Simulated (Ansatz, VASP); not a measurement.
One calculation of W4N, two programs

```
CELL_PARAMETERS angstrom
4.13407 0.00000 0.00000
0.00000 4.13407 0.00000
0.00000 0.00000 4.13407
ATOMIC_POSITIONS crystal
W 0.50000 0.00000 0.00000
W 0.00000 0.50000 0.00000
W 0.00000 0.00000 0.50000
W 0.50000 0.50000 0.50000
N 0.00000 0.00000 0.00000
```

Change from the starting cell: species swapped into the Co4N type (Pm-3m, No. 221).

Alike in both runs: functional PBE; k mesh 10 × 10 × 10; occupations gaussian, width 0.1 eV; no spin polarisation.

Ansatz relaxed the structure, and its values are those at the end. VASP's run is a single point on that final structure, the one shown.

|  | VASP | Ansatz |
| --- | --- | --- |
| version | VASP 6.6.1 | Ansatz 0.2.0 |
| potentials or method | VASP PAW PBE potentials, release 64 (W_sv, N), cutoff 520 eV | scalar-relativistic, plane waves, PAW |
| valence electrons in the cell | 61 | 61 |

```csv
,VASP,Ansatz,Ansatz less VASP
gap on the k mesh at the Fermi level (eV),none,none,-
pressure (GPa),0.9,0.0,-0.91
```

A gap of «none» marks a metal or a gap that the smearing closes.

Neither program's run includes spin-orbit coupling.
